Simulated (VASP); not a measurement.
# Cu (P-1) in VASP: single point with PBE

Aim: the single point of Cu with PBE.

All numbers are computed with VASP 6.6.1; they aren't measurements. Logs are shortened: lines on timing, memory, paths and dates and some standing lists are left out, and cuts for length are marked.

## (1) The cell of the first run

The typed cell holds 1 atom: a = 2.561 Å, b = 2.583 Å, c = 2.881 Å, α = 47.62°, β = 55.09°, γ = 64.66°.

## (2) Single point, PBE

INCAR reads:

```
SYSTEM = Cu
PREC = Accurate ; ENCUT = 520
EDIFF = 1E-6 ; ISMEAR = 0
SIGMA = 0.15 ; LREAL = .FALSE.
LASPH = .TRUE. ; NELM = 100
ALGO = Fast ; ISIF = 2
LWAVE = .FALSE. ; LCHARG = .FALSE.
GGA = PE ; NBANDS = 12
```

KPOINTS reads:

```
regular mesh
0
G
  16 16 16
  0 0 0
```

POSCAR reads:

```
Cu
1.0
    0.0620089150      2.0056959081      1.5916775400
    2.1046885332      0.1659019693      1.4877844858
    2.1335951219      1.9307094425      0.1369953805
Cu
1
Direct
    0.0000000000      0.0000000000      0.0000000000
```

Potentials or basis: VASP PAW PBE potentials, release 64 (Cu).

Launch:

```sh
$ cat potpaw_PBE.64/Cu/POTCAR > POTCAR
$ mpirun -np 1 vasp_std > vasp.out
```

OUTCAR:

```text
SYSTEM = Cu
   PREC = Accurate
   ENCUT = 520
   EDIFF = 1E-6
   ISMEAR = 0
   LREAL = .FALSE.
   LASPH = .TRUE.
   NELM = 100
   ISIF = 2
   GGA = PE

 ion  position               nearest neighbor table
   1  0.000  0.000  0.000-

  LATTYP: Found a triclinic cell.
 ALAT       =     2.9524960560
 B/A-ratio  =     1.4722002954
 C/A-ratio  =     0.7527914628
 COS(alpha) =     0.0273906307
 COS(beta)  =     0.5407548748
 COS(gamma) =     0.7524089375

  Lattice vectors:

 A1 = (  -0.0331023263,  -0.2408884349,  -2.9424666453)
 A2 = (  -2.1666974482,  -2.1715978774,  -3.0794620258)
 A3 = (   0.0289065887,   1.7648074732,  -1.3507891053)

Analysis of symmetry for initial positions (statically):
=====================================================================
 Subroutine PRICEL returns:
 Original cell was already a primitive cell.

 Routine SETGRP: Setting up the symmetry group for a
 triclinic supercell.

 Subroutine GETGRP returns: Found  2 space group operations
 (whereof  2 operations were pure point group operations)
 out of a pool of  2 trial point group operations.

The static configuration has the point symmetry S_2 .

Analysis of symmetry for dynamics (positions and initial velocities):
=====================================================================
 Subroutine PRICEL returns:
 Original cell was already a primitive cell.

 Routine SETGRP: Setting up the symmetry group for a
 triclinic supercell.

 Subroutine GETGRP returns: Found  2 space group operations
 (whereof  2 operations were pure point group operations)
 out of a pool of  2 trial point group operations.

The dynamic configuration has the point symmetry S_2 .

 Subroutine INISYM returns: Found  2 space group operations
 (whereof  2 operations are pure point group operations),
 and found     1 'primitive' translations

----------------------------------------------------------------------------------------

                                     Primitive cell

  volume of cell :      11.5162

  direct lattice vectors                    reciprocal lattice vectors
     0.062008915  2.005695908  1.591677540    -0.247456580  0.250603925  0.322118792
     2.104688533  0.165901969  1.487784486     0.242988430 -0.294151688  0.361198404
     2.133595122  1.930709442  0.136995381     0.236187994  0.282883102 -0.365666554

  length of vectors
     2.561268938  2.582777567  2.880735120     0.477281471  0.525388313  0.519152817

  position of ions in fractional coordinates (direct lattice)
     0.000000000  0.000000000  0.000000000

  ion indices of the primitive-cell ions
   primitive index   ion index
                 1           1

----------------------------------------------------------------------------------------

 KPOINTS: regular mesh

Automatic generation of k-mesh.
 Grid dimensions read from file:
 generate k-points for:   16   16   16

 Generating k-lattice:

  Cartesian coordinates                     Fractional coordinates (reciprocal lattice)
    -0.015466036  0.015662745  0.020132424     0.062500000  0.000000000  0.000000000
     0.015186777 -0.018384480  0.022574900     0.000000000  0.062500000  0.000000000
     0.014761750  0.017680194 -0.022854160     0.000000000  0.000000000  0.062500000

  Length of vectors
     0.029830092  0.032836770  0.032447051

  Shift w.r.t. Gamma in fractional coordinates (k-lattice)
     0.000000000  0.000000000  0.000000000

 Subroutine IBZKPT returns following result:
 ===========================================

 Found   2052 irreducible k-points:

 Following reciprocal coordinates:
            Coordinates               Weight
  0.000000  0.000000  0.000000      1.000000
  0.062500  0.000000 -0.000000      2.000000
  0.125000  0.000000 -0.000000      2.000000
  0.187500  0.000000 -0.000000      2.000000
  0.250000  0.000000 -0.000000      2.000000
  0.312500  0.000000 -0.000000      2.000000
[... 16 lines left out ...]
 -0.187500  0.062500  0.000000      2.000000
 -0.125000  0.062500 -0.000000      2.000000
 [... further k-points ...]
   k-points           NKPTS =   2052   k-points in BZ     NKDIM =   2052   number of bands    NBANDS=     12
   number of dos      NEDOS =    301   number of ions     NIONS =      1
   total plane-waves  NPLWV =   9600
   dimension x,y,z NGX =    20 NGY =   20 NGZ =   24
   dimension x,y,z NGXF=    40 NGYF=   40 NGZF=   48
   ions per type =               1
   NGX,Y,Z   is equivalent  to a cutoff of  12.98, 12.87, 13.85 a.u.
   NGXF,Y,Z  is equivalent  to a cutoff of  25.96, 25.75, 27.70 a.u.
 SYSTEM =  Cu
   PREC   = accura    normal or accurate (medium, high low for compatibility)
   ISTART =      0    job   : 0-new  1-cont  2-samecut
   ICHARG =      2    charge: 1-file 2-atom 10-const
   ISPIN  =      1    spin polarized calculation?
   LNONCOLLINEAR =      F non collinear calculations
   LSORBIT =      F    spin-orbit coupling
   LASPH  =      T    aspherical Exc in radial PAW
   ENCUT  =  520.0 eV  38.22 Ry    6.18 a.u.   4.76  4.80  5.36*2*pi/ulx,y,z
   NELM   =    100;   NELMIN=  2; NELMDL= -5     # of ELM steps
   EDIFF  = 0.1E-05   stopping-criterion for ELM
   LREAL  =      F    real-space projection
   EDIFFG = 0.1E-04   stopping-criterion for IOM
   NSW    =      0    number of steps for IOM
   IBRION =     -1    ionic relax: 0-MD 1-quasi-New 2-CG
   NFREE  =      0    steps in history (QN), initial steepest desc. (CG)
   ISIF   =      2    stress and relaxation
   ISYM   =      2    0-nonsym 1-usesym 2-fastsym
   POTIM  = 0.5000    time-step for ionic-motion
   TEBEG  =    0.0;   TEEND  =   0.0 temperature during run
   PSTRESS=    0.0 pullay stress
   NELECT =      11.0000    total number of electrons
   NUPDOWN=      -1.0000    fix difference up-down
   EMIN   =  10.00;   EMAX   =-10.00  energy-range for DOS
   EFERMI =   0.00;   METHOD = LEGACY
   ISMEAR =     0;   SIGMA  =   0.15  broadening in eV -4-tet -1-fermi 0-gaus
   EFERMI_NEDOS =   21; number of points for ismear=-14 and -15
   IALGO  =     68    algorithm
   IMIX   =      4    mixing-type and parameters
     AMIX     =   0.40;   BMIX     =  1.00
     AMIX_MAG =   1.60;   BMIX_MAG =  1.00
  volume/ion in A,a.u.               =      11.52        77.71
  Fermi-wavevector in a.u.,A,eV,Ry     =   1.612265  3.046739 35.366956  2.599398
  Thomas-Fermi vector in A             =   2.707523
   LORBIT       =      0    0 simple, 1 ext, 2 COOP (PROOUT), +10 PAW based schemes
   GGA     = PE    functional components
   LHFCALC =     F    Hartree Fock is set to
   AEXX    =    0.0000 exact exchange contribution
   IVDW    =     0    specifies the selected vdW correction
   LEPSILON=     F    determine dielectric tensor
   LRPA    =     F    only Hartree local field effects (RPA)
 non-spin polarized calculation
 RMM-DIIS sequential band-by-band and
 Gauss-broadening in eV      SIGMA  =   0.15
  energy-cutoff  :      520.00
  volume of cell :       11.52
 maximum number of plane-waves:       320
   NGX =  9   NGY =  9   NGZ = 11

 number of electron      10.9999996 magnetization

 Free energy of the ion-electron system (eV)
  ---------------------------------------------------
  ext. energy  EPLUGINS =         0.00000000
  ---------------------------------------------------
  free energy    TOTEN  =        -3.51221222 eV

  energy without entropy =       -3.50869201  energy(sigma->0) =       -3.51045211

 E-fermi :   7.9020     XC(G=0): -12.8538

 val. band max:        7.9013246283   @ k =   0.3750   0.2500  -0.0000
 cond. band min:       7.9046520800   @ k =   0.3750  -0.1875   0.1250
 fundamental gap:      0.0033274518
 Fermi energy:         7.9020036345

 k-point     1 :       0.0000    0.0000    0.0000
  band No.  band energies     occupation
      1      -1.6231      2.00000
      2       3.9292      2.00000
      3       4.7900      2.00000
      4       5.0557      2.00000
      5       5.8455      2.00000
      6       6.0512      2.00000
      7      29.4745      0.00000
      8      31.8111      0.00000
      9      32.1916      0.00000
     10      33.5642      0.00000
     11      35.2603      0.00000
     12      38.2670      0.00000

 k-point     2 :       0.0625    0.0000   -0.0000
  band No.  band energies     occupation
      1      -1.4832      2.00000
      2       3.9207      2.00000
      3       4.8146      2.00000
      4       5.0420      2.00000
      5       5.8552      2.00000
      6       6.0454      2.00000
      7      28.9070      0.00000
      8      29.8280      0.00000
      9      31.3381      0.00000
     10      34.5717      0.00000
     11      36.8847      0.00000
     12      37.8355      0.00000

 k-point     3 :       0.1250    0.0000   -0.0000
  band No.  band energies     occupation
      1      -1.0697      2.00000
      2       3.8964      2.00000
      3       4.8062      2.00000
      4       5.0855      2.00000
      5       5.8835      2.00000
      6       6.0339      2.00000
      7      26.3682      0.00000
      8      28.0237      0.00000
      9      30.3000      0.00000
     10      35.7857      0.00000
     11      37.1967      0.00000
     12      38.0564      0.00000

 k-point     4 :       0.1875    0.0000   -0.0000
  band No.  band energies     occupation
      1      -0.4052      2.00000
      2       3.8616      2.00000
      3       4.6918      2.00000
      4       5.2714      2.00000
      5       5.9236      2.00000
      6       6.0332      2.00000
      7      23.1756      0.00000
      8      26.6127      0.00000
      9      29.4873      0.00000
     10      35.0685      0.00000
     11      37.3647      0.00000
     12      38.3217      0.00000

 k-point     5 :       0.2500    0.0000   -0.0000
  band No.  band energies     occupation
      1       0.4558      2.00000
      2       3.8258      2.00000
      3       4.5800      2.00000
      4       5.5272      2.00000
      5       5.9539      2.00000
      6       6.0690      2.00000
      7      20.0869      0.00000
      8      25.2647      0.00000
      9      28.8829      0.00000
     10      33.7887      0.00000
     11      36.8463      0.00000
     12      39.9626      0.00000
[... 228 lines left out ...]
      1       1.5912      2.00000
      2       3.8628      2.00000
      3       4.6071      2.00000
      4       5.7774      2.00000
      5       5.9010      2.00000
      6       6.2425      2.00000
      7      17.1237      0.00000
      8      23.8561      0.00000
      9      28.7831      0.00000
     10      31.7615      0.00000
     11      36.9114      0.00000
     12      38.5227      0.00000

 k-point    22 :      -0.2500    0.0625   -0.0000
  band No.  band energies     occupation
      1       0.6826      2.00000
      2       3.8967      2.00000
      3       4.5862      2.00000
      4       5.5136      2.00000
      5       5.8500      2.00000
      6       6.1314      2.00000
      7      20.0000      0.00000
      8      25.0935      0.00000
      9      29.1447      0.00000
     10      32.8116      0.00000
     11      36.5438      0.00000
     12      37.9015      0.00000

 k-point    23 :      -0.1875    0.0625    0.0000
  band No.  band energies     occupation
      1      -0.1807      2.00000
      2       3.9300      2.00000
      3       4.7165      2.00000
      4       5.2415      2.00000
      5       5.8577      2.00000
      6       6.0394      2.00000
      7      23.0778      0.00000
      8      26.5700      0.00000
      9      29.5892      0.00000
     10      34.0039      0.00000
     11      35.7603      0.00000
     12      37.6631      0.00000

 k-point    24 :      -0.1250    0.0625   -0.0000
  band No.  band energies     occupation
      1      -0.8575      2.00000
      2       3.9649      2.00000
      3       4.8536      2.00000
      4       5.0328      2.00000
      5       5.8860      2.00000
      6       5.9625      2.00000
      7      26.2755      0.00000
      8      28.2392      0.00000
      9      29.9980      0.00000
     10      34.6091      0.00000
     11      35.1741      0.00000
     12      37.7198      0.00000

 [... further k-points ...]

------------------------ aborting loop because EDIFF is reached ----------------------------------------

  FORCE on cell =-STRESS in cart. coord.  units (eV):
  Direction    XX          YY          ZZ          XY          YZ          ZX
  --------------------------------------------------------------------------------------
  -------------------------------------------------------------------------------------
  Total       -0.2530670      2.0242639      1.0736774     -0.0120100     -1.7954433     -0.1564344
  in kB      -35.2077381    281.6240179    149.3744626     -1.6708835   -249.7895499    -21.7637993
  external PRESSURE =     131.9302475 kB  Pullay stress =       0.0000000 kB

 VOLUME and BASIS-vectors are now :
 -----------------------------------------------------------------------------
  energy-cutoff  :      520.00
  volume of cell :       11.52
      direct lattice vectors                 reciprocal lattice vectors
     0.062008915  2.005695908  1.591677540    -0.247456580  0.250603925  0.322118792
     2.104688533  0.165901969  1.487784486     0.242988430 -0.294151688  0.361198404
     2.133595122  1.930709442  0.136995381     0.236187994  0.282883102 -0.365666554

 POSITION                                       TOTAL-FORCE (eV/Angst)
 -----------------------------------------------------------------------------------
      0.00000      0.00000      0.00000         0.000000     -0.000000     -0.000000
 -----------------------------------------------------------------------------------
    total drift:                                0.000000     -0.000000      0.000000

  FREE ENERGIE OF THE ION-ELECTRON SYSTEM (eV)
  ---------------------------------------------------
  free  energy   TOTEN  =        -3.5122122170 eV

  energy  without entropy=       -3.5086920106  energy(sigma->0) =       -3.51045211
```

Run time: 5 min. Hardware: 1 thread of Intel Xeon 8259CL, shared host; peak memory 0.38 GiB.

What came out:

| Property | Result |
| --- | --- |
| Free energy | -3.5122 eV |
| Pressure | 13.2 GPa |
| Band gap on the k mesh | zero (an odd number of electrons rules out a gap without spin polarisation) |

Caveat: the cell stands under pressure.
